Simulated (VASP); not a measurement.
Here is a VASP 6.6.1 calculation.

File INCAR:

```
SYSTEM = Zr
  PREC = Accurate
  ENCUT = 520
  EDIFF = 1E-6
  ISMEAR = -1
  SIGMA = 0.1
  LREAL = .False.
  LASPH = .True.
  NELM = 60
  ALGO = Normal
  ISIF = 2
  LWAVE = .False.
  LCHARG = .False.
  GGA = PS
  NBANDS = 19
```

The input KPOINTS:

```
regular mesh
0
Gamma
  15 15 8
  0 0 0
```

POSCAR

```
Zr
1.0
    3.1210674321      0.0000000000      0.0000000000
   -1.5605337161      2.7029236831      0.0000000000
    0.0000000000      0.0000000000      5.0633856726
Zr
2
Direct
    0.3333333333      0.6666666667      0.2500000000
    0.6666666667      0.3333333333      0.7500000000
```

Potentials or basis: VASP PAW PBE potentials, release 64 (Zr_sv).

Run with:

```sh
$ cat potpaw_PBE.64/Zr_sv/POTCAR > POTCAR
$ mpirun -np 1 vasp_std > vasp.out
```

(1) Estimate the band gap on the k mesh.

(2) What does it give for the pressure?

## Answers

(1) zero (band 12 reaches 10.88 eV, above the bottom of band 13 at 9.50 eV).

(2) 5.4 GPa.

Caveat: the PAW data sets were made with another functional, which shifts forces and pressure a little.
